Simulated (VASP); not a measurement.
Write the native input for VASP 6.6.1 that does the following.

```yaml
Task: single point
Functional: PBE
Potentials_or_basis: VASP PAW PBE potentials, release 64 (Mn_pv)
Cutoff: 500 eV
k_mesh: 10 × 10 × 10
Occupations: gaussian, width 0.1 eV
Spin: collinear spin, ferromagnetic start
Starting_moments: "[4.0] μB"
Dipole_correction: no
Further_INCAR_settings: ALGO = Normal; EDIFF = 1e-06; NBANDS = 16
```

The structure of Mn lies in POSCAR:

```
Mn
1.0
   -1.3058206205      1.3058206205      1.9866155791
    1.3058206205     -1.3058206205      1.9866155791
    1.3058206205      1.3058206205     -1.9866155791
Mn
1
Direct
    0.0000000000      0.0000000000      0.0000000000
```

The input as run:

INCAR

```
ALGO = Normal
EDIFF = 1E-6
ENCUT = 500
GGA = PE
GGA_COMPAT = False
ISIF = 2
ISMEAR = 0
ISPIN = 2
LASPH = True
LCHARG = True
LELF = True
LMAXMIX = 4
LORBIT = 11
LREAL = False
LVHAR = True
LWAVE = False
MAGMOM = 4
NBANDS = 16
NELM = 200
PREC = Accurate
SIGMA = 0.1
```

KPOINTS

```
k-points
0
Gamma
  10 10 10
```

Potentials or basis: VASP PAW PBE potentials, release 64 (Mn_pv).

The run is started by

```console
$ cat potpaw_PBE.64/Mn_pv/POTCAR > POTCAR
$ mpirun -np 1 vasp_std > vasp.out
```

It gave:

```json
{"Pressure": "-28.2 GPa", "Net moment": "1.53 μB per cell", "Site moments": "Mn +1.52 μB", "Valence electrons inside the program's atomic spheres": "Mn 11.61"}
```

Caveat: the cell stands under tension.

It took 26 s on 1 thread of Intel(R) Xeon(R) 6975P-C (Granite Rapids), on a shared host, peak memory 0.14 GiB.
